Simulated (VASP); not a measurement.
## YHSe: single point with LDA

The system is YHSe.

```xyz
3
Lattice="3.8409 0.0000 0.0000 -1.9205 3.3263 0.0000 0.0000 0.0000 4.2288" Properties=species:S:1:pos:R:3 pbc="T T T"
Y     0.0000    0.0000    0.0000
H     0.0000    2.2176    0.0000
Se    1.9205    1.1088    2.1144
```

This cell differs from its parent crystal: strain +0.000 along x and y, +0.080 along z.

```
Program                : VASP 6.6.1
Task                   : single point
Functional             : LDA
Potentials or basis    : VASP PAW LDA potentials, release 64 (Y_sv, H, Se)
Cutoff                 : 520 eV
k mesh                 : 9 × 9 × 8
Occupations            : gaussian, width 0.05 eV
Spin                   : no spin polarisation
Dipole correction      : no
Further INCAR settings : ALGO = Normal; EDIFF = 1e-07; NBANDS = 16
```

- Pressure: -9.9 GPa
- Band gap on the k mesh: 1.96 eV (least direct gap 2.03 eV)

Stress tensor (GPa, compression positive):
```
 -6.40   0.00   0.00
  0.00  -6.40   0.00
  0.00   0.00 -16.92
```

Levels at points of the mesh, in eV from the valence-band top:
```csv
k point,band 5,band 6,band 7,band 8,band 9,band 10,band 11,band 12,band 13,band 14
"(0.00, 0.00, 0.00)",-12.46,-3.60,-1.64,-0.67,-0.67,2.19,3.60,3.60,4.03,4.03
"(0.00, 0.00, 0.50)",-11.90,-5.76,-0.32,-0.32,0.00,2.03,2.03,4.09,4.09,4.78
```

It took 28 s on 1 thread of Intel(R) Xeon(R) Platinum 8488C (Sapphire Rapids) (shared host), peak memory 0.21 GiB.

Caveat: the cell differs from its parent crystal (strain +0.000 along x and y, +0.080 along z); the stress differs along the axes, from -17 to -6 GPa. A k mesh can miss the band edges.
